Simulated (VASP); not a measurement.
Crystal: TiC3.

```
Ti C
1.0
     3.01822    0.00000    0.00000
    -1.50911    2.61385    0.00000
     0.00000    0.00000    4.28543
Ti C
1 3
Direct
  0.66667 0.33333 0.00000
  0.66667 0.33333 0.50000
  0.33333 0.66667 0.32345
  0.33333 0.66667 0.67655
```

* Program: VASP 6.6.1
* Task: relaxation of cell and atoms
* Functional: PBE
* Potentials or basis: VASP PAW PBE potentials, release 64 (Ti_sv, C)
* Cutoff: 600 eV
* k mesh: 6 × 6 × 4
* Occupations: gaussian, width 0.1 eV
* Spin: no spin polarisation

At the start: pressure 0.4 GPa; volume 8.45 Å³/atom.

Question: How do energy, volume and symmetry change on relaxing?

Answer: Over 5 steps the energy falls by 2.0 meV/atom and the volume is 8.45 Å³/atom (-0.1 %); space group P-6m2 (No. 187, to 0.05 Å).

Step by step:
```
step  energy change (eV)  largest force (eV/Å)  pressure (GPa)  volume (Å³)
   1              0.0000                0.5106            0.40        33.81
   2             -0.0036                0.3918           -1.32        33.91
   3             -0.0076                0.0165           -0.71        33.87
   4             -0.0077                0.0035            0.92        33.71
   5             -0.0081                0.0066            0.14        33.79
```

Final structure:
```yaml
crystal:
  lattice:
    - [3.02279, 0.00000, 0.00000]
    - [-1.51139, 2.61781, 0.00000]
    - [0.00000, 0.00000, 4.26969]
  atoms:
    - { symbol: Ti, position: [0.66667, 0.33333, 0.00000] }
    - { symbol: C, position: [0.66667, 0.33333, 0.50000] }
    - { symbol: C, position: [0.33333, 0.66667, 0.32003] }
    - { symbol: C, position: [0.33333, 0.66667, 0.67997] }
```

Caveat: the k points lie up to 0.40 Å⁻¹ apart in the final cell.
